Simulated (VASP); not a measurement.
# CaC8 in VASP: notebook, part 2 of 2

VASP 6.6.1.

**4. Single point, PBE+D3(BJ), collinear spin**

Input file INCAR:

```
SYSTEM = CaC8
PREC = Accurate ; ENCUT = 520
EDIFF = 1E-6 ; ISMEAR = 0
SIGMA = 0.1 ; LREAL = .False.
LASPH = .True. ; NELM = 150
ALGO = Normal ; ISIF = 2
LWAVE = .False. ; LCHARG = .False.
ISPIN = 2 ; MAGMOM = 0 1 1 1 1 1 1 1 1
LORBIT = 11 ; GGA = PE
IVDW = 12 ; NBANDS = 35
```

Input file KPOINTS:

```
regular mesh
0
Gamma
  6 6 4
  0 0 0
```

Input file POSCAR:

```
CaC8
1.0
    4.9987300000      0.0000000000      0.0000000000
   -2.4993650000      4.3290272000      0.0000000000
    0.0000000000      0.0000000000      4.3680331000
Ca C
1 8
Direct
    0.0000000000      0.0000000000      0.5000000000
    0.3355140000      0.1677570000      0.0000000000
    0.3333333000      0.6666667000      0.0000000000
    0.8322430000      0.1677570000      0.0000000000
    0.8322430000      0.6644860000      0.0000000000
    0.1677570000      0.3355140000      0.0000000000
    0.1677570000      0.8322430000      0.0000000000
    0.6666667000      0.3333333000      0.0000000000
    0.6644860000      0.8322430000      0.0000000000
```

Potentials or basis: VASP PAW PBE potentials, release 64 (Ca_sv, C).

Started as:

```bash
$ cat potpaw_PBE.64/Ca_sv/POTCAR potpaw_PBE.64/C/POTCAR > POTCAR
$ mpirun -np 1 vasp_std > vasp.out
```

OUTCAR:

```text
SYSTEM = CaC8
   PREC = Accurate
   ENCUT = 520
   EDIFF = 1E-6
   ISMEAR = 0
   LREAL = .False.
   LASPH = .True.
   NELM = 150
   ISIF = 2
   ISPIN = 2
   LORBIT = 11
   GGA = PE
   IVDW = 12
 IVDW          = 12

 ion  position               nearest neighbor table
   1  0.000  0.000  0.500-   2 2.62   4 2.62   7 2.62   9 2.62   2 2.62   4 2.62   7 2.62   9 2.62
                             5 2.62   6 2.62   5 2.62   6 2.62
   2  0.336  0.168  0.000-   8 1.43   6 1.45   7 1.45   1 2.62   1 2.62
   3  0.333  0.667  0.000-   7 1.43   9 1.43   6 1.43
   4  0.832  0.168  0.000-   8 1.43   6 1.45   9 1.45   1 2.62   1 2.62
   5  0.832  0.664  0.000-   8 1.43   7 1.45   9 1.45   1 2.62   1 2.62
   6  0.168  0.336  0.000-   3 1.43   2 1.45   4 1.45   1 2.62   1 2.62
   7  0.168  0.832  0.000-   3 1.43   5 1.45   2 1.45   1 2.62   1 2.62
   8  0.667  0.333  0.000-   4 1.43   2 1.43   5 1.43
   9  0.664  0.832  0.000-   3 1.43   5 1.45   4 1.45   1 2.62   1 2.62

[... 1749 lines left out ...]

 VOLUME and BASIS-vectors are now :
 -----------------------------------------------------------------------------
  energy-cutoff  :      520.00
  volume of cell :       94.52
      direct lattice vectors                 reciprocal lattice vectors
     4.998730000  0.000000000  0.000000000     0.200050813  0.115499390  0.000000000
    -2.499365000  4.329027200  0.000000000     0.000000000  0.230998780  0.000000000
     0.000000000  0.000000000  4.368033100     0.000000000  0.000000000  0.228935994

 POSITION                                       TOTAL-FORCE (eV/Angst)
 -----------------------------------------------------------------------------------
      0.00000      0.00000      2.18402        -0.000000     -0.000000      0.000000
      1.25786      0.72622      0.00000         0.006963      0.004020      0.000000
     -0.00000      2.88602      0.00000        -0.000000     -0.000000      0.000000
      3.74087      0.72622      0.00000        -0.006963      0.004020      0.000000
      2.49937      2.87658      0.00000         0.000000     -0.008041     -0.000000
      0.00000      1.45245      0.00000        -0.000000      0.008041      0.000000
     -1.24151      3.60280      0.00000         0.006963     -0.004020     -0.000000
      2.49937      1.44301      0.00000        -0.000000     -0.000000      0.000000
      1.24151      3.60280      0.00000        -0.006963     -0.004020     -0.000000
 -----------------------------------------------------------------------------------
    total drift:                               -0.000000      0.000000      0.000000

  FREE ENERGIE OF THE ION-ELECTRON SYSTEM (eV)
  ---------------------------------------------------
  free  energy   TOTEN  =       -77.2623636840 eV

  energy  without entropy=      -77.2545814645  energy(sigma->0) =      -77.25847257

 total charge

# of ion       s       p       d       tot
------------------------------------------
    1        2.019   5.851   0.380   8.249
    2        0.844   1.789   0.000   2.632
    3        0.851   1.769   0.000   2.621
    4        0.844   1.789   0.000   2.632
    5        0.844   1.789   0.000   2.632
    6        0.844   1.789   0.000   2.632
    7        0.844   1.789   0.000   2.632
    8        0.851   1.769   0.000   2.621
    9        0.844   1.789   0.000   2.632
--------------------------------------------------
tot          8.783  20.121   0.380  29.283

 magnetization (x)

# of ion       s       p       d       tot
------------------------------------------
    1       -0.000   0.000   0.000   0.000
    2       -0.000  -0.000   0.000  -0.000
    3       -0.000  -0.000   0.000  -0.000
    4       -0.000  -0.000   0.000  -0.000
    5       -0.000  -0.000   0.000  -0.000
    6       -0.000  -0.000   0.000  -0.000
    7       -0.000  -0.000   0.000  -0.000
    8       -0.000  -0.000   0.000  -0.000
    9       -0.000  -0.000   0.000  -0.000
--------------------------------------------------
tot         -0.000  -0.000   0.000  -0.000
```

stdout:

```text
POSCAR found type information on POSCAR CaC
 POSCAR found :  2 types and       9 ions
 scaLAPACK will be used
 LDA part: xc-table for (Slater+PW92), standard interpolation
 POSCAR, INCAR and KPOINTS ok, starting setup
 FFT: planning ... GRIDC
 FFT: planning ... GRID_SOFT
 FFT: planning ... GRID
 WAVECAR not read
 entering main loop
```

Wall time 3.9 min (1 thread of Oxide Virtual Turin-like, shared host); peak memory 0.28 GiB.

What came out:

```
Free energy                                           : -77.2624 eV
Pressure                                              : 0.1 GPa
Largest force                                         : 0.008 eV/Å
Band gap on the k mesh                                : zero (filled and empty bands overlap)
Net moment                                            : 0.00 μB per cell
Valence electrons inside the program's atomic spheres : Ca 8.25; C 2.63, 2.62 (each value once)
Dispersion energy per atom                            : -0.151 eV
```

Forces in eV/Å, atoms in the order of the input:
```
Ca   0.000  0.000  0.000
C    0.007  0.004  0.000
C    0.000  0.000  0.000
C   -0.007  0.004  0.000
C    0.000 -0.008  0.000
C    0.000  0.008  0.000
C    0.007 -0.004  0.000
C    0.000  0.000  0.000
C   -0.007 -0.004  0.000
```

Stress tensor (GPa, compression positive):
```
-0.34  0.00  0.00
 0.00 -0.34  0.00
 0.00  0.00  0.89
```

Levels at points of the mesh, in eV from the Fermi level:
Spin up:
```
           k point  band 18  band 19  band 20  band 21  band 22  band 23  band 24  band 25
(0.00, 0.00, 0.00)    -4.27    -4.27    -3.53    -0.32     0.02     0.02     0.58     2.43
(0.50, 0.00, 0.00)    -6.22    -4.99    -3.96     0.43     1.02     1.18     2.01     2.99
(0.00, 0.00, 0.50)    -4.13    -4.13    -3.86    -1.21    -1.21    -0.85     2.27     3.57
(0.50, 0.00, 0.50)    -6.21    -4.60    -4.54    -0.04     1.08     2.31     2.71     3.31
```
Spin down:
| k point | band 18 | band 19 | band 20 | band 21 | band 22 | band 23 | band 24 | band 25 |
| --- | --- | --- | --- | --- | --- | --- | --- | --- |
| (0.00, 0.00, 0.00) | -4.27 | -4.27 | -3.53 | -0.32 | 0.02 | 0.02 | 0.58 | 2.43 |
| (0.50, 0.00, 0.00) | -6.22 | -4.99 | -3.96 | 0.43 | 1.02 | 1.18 | 2.01 | 2.99 |
| (0.00, 0.00, 0.50) | -4.13 | -4.13 | -3.86 | -1.21 | -1.21 | -0.85 | 2.27 | 3.57 |
| (0.50, 0.00, 0.50) | -6.21 | -4.60 | -4.54 | -0.04 | 1.08 | 2.31 | 2.71 | 3.31 |

**5. Single point, PBE+D3(BJ), collinear spin**

Input file INCAR:

```
ALGO = Normal
EDIFF = 1E-7
ENCUT = 520
GGA = PE
ISIF = 2
ISMEAR = 0
ISPIN = 2
IVDW = 12
LASPH = True
LCHARG = True
LELF = True
LORBIT = 11
LREAL = False
LVHAR = True
LWAVE = False
MAGMOM = 0 1 1 1 1 1 1 1 1
NBANDS = 35
NELM = 150
PREC = Accurate
SIGMA = 0.1
```

Input file KPOINTS:

```
k-points
0
Gamma
  6 6 4
```

POSCAR is that of step 4.

Started as:

```bash
$ cat potpaw_PBE.64/Ca_sv/POTCAR potpaw_PBE.64/C/POTCAR > POTCAR
$ mpirun -np 1 vasp_std > vasp.out
```

Run time: 4.4 min. Hardware: 1 thread of Oxide Virtual Turin-like, shared host; peak memory 0.28 GiB.

Results (log left out):

```
Free energy                                           : -77.2624 eV
Pressure                                              : 0.1 GPa
Largest force                                         : 0.008 eV/Å
Band gap on the k mesh                                : zero (filled and empty bands overlap)
Net moment                                            : 0.00 μB per cell
Valence electrons inside the program's atomic spheres : Ca 8.25; C 2.63, 2.62 (each value once)
Dispersion energy per atom                            : -0.151 eV
```

Forces in eV/Å, atoms in the order of the input:
```
Ca   0.000  0.000  0.000
C    0.007  0.004  0.000
C    0.000  0.000  0.000
C   -0.007  0.004  0.000
C    0.000 -0.008  0.000
C    0.000  0.008  0.000
C    0.007 -0.004  0.000
C    0.000  0.000  0.000
C   -0.007 -0.004  0.000
```

Stress tensor (GPa, compression positive):
```
-0.34  0.00  0.00
 0.00 -0.34  0.00
 0.00  0.00  0.89
```

Levels at points of the mesh, in eV from the Fermi level:
Spin up:
```csv
k point,band 18,band 19,band 20,band 21,band 22,band 23,band 24,band 25
"(0.00, 0.00, 0.00)",-4.27,-4.27,-3.53,-0.32,0.02,0.02,0.58,2.43
"(0.50, 0.00, 0.00)",-6.22,-4.99,-3.96,0.43,1.02,1.18,2.01,2.99
"(0.00, 0.00, 0.50)",-4.13,-4.13,-3.86,-1.21,-1.21,-0.85,2.27,3.57
"(0.50, 0.00, 0.50)",-6.21,-4.60,-4.54,-0.04,1.08,2.31,2.71,3.31
```
Spin down:
```
           k point  band 17  band 18  band 19  band 20  band 21  band 22  band 23  band 24  band 25  band 26
(0.00, 0.00, 0.00)    -4.71    -4.27    -4.27    -3.53    -0.32     0.02     0.02     0.58     2.43     2.43
(0.50, 0.00, 0.00)    -6.22    -6.22    -4.99    -3.96     0.43     1.02     1.18     2.01     2.99     3.18
(0.00, 0.00, 0.50)    -4.26    -4.13    -4.13    -3.86    -1.21    -1.21    -0.85     2.27     3.57     3.57
(0.50, 0.00, 0.50)    -6.25    -6.21    -4.60    -4.54    -0.04     1.08     2.31     2.71     3.31     3.60
```

**6. The runs side by side**

| spin | cell | k mesh | smearing | gap on the mesh (eV) | pressure (GPa) | largest force (eV/Å) |
| --- | --- | --- | --- | --- | --- | --- |
| off | a = 4.378, b = 4.997, c = 4.997 Å, angles 120.0, 90.0, 90.1°, 9 atoms, atomic positions A | 6 × 6 × 6 | gaussian 0.2 eV | none | 0.3 | 0.01 |
| off | a = 4.999, b = 4.999, c = 4.366 Å, angles 90.0, 90.0, 120.0°, 9 atoms, atomic positions B | 12 × 12 × 10 | gaussian 0.1 eV | none | 0.3 | 0.01 |
| collinear | a = 4.999, b = 4.999, c = 4.368 Å, angles 90.0, 90.0, 120.0°, 9 atoms, atomic positions B | 6 × 6 × 4 | gaussian 0.1 eV | none | 0.1 | 0.01 |

Alike in all rows: task single point; level PBE+D3(BJ); potentials or basis VASP PAW PBE potentials, release 64 (Ca_sv, C); cutoff (eV) 520.

Absolute energies hang on the potentials; compare differences alone.
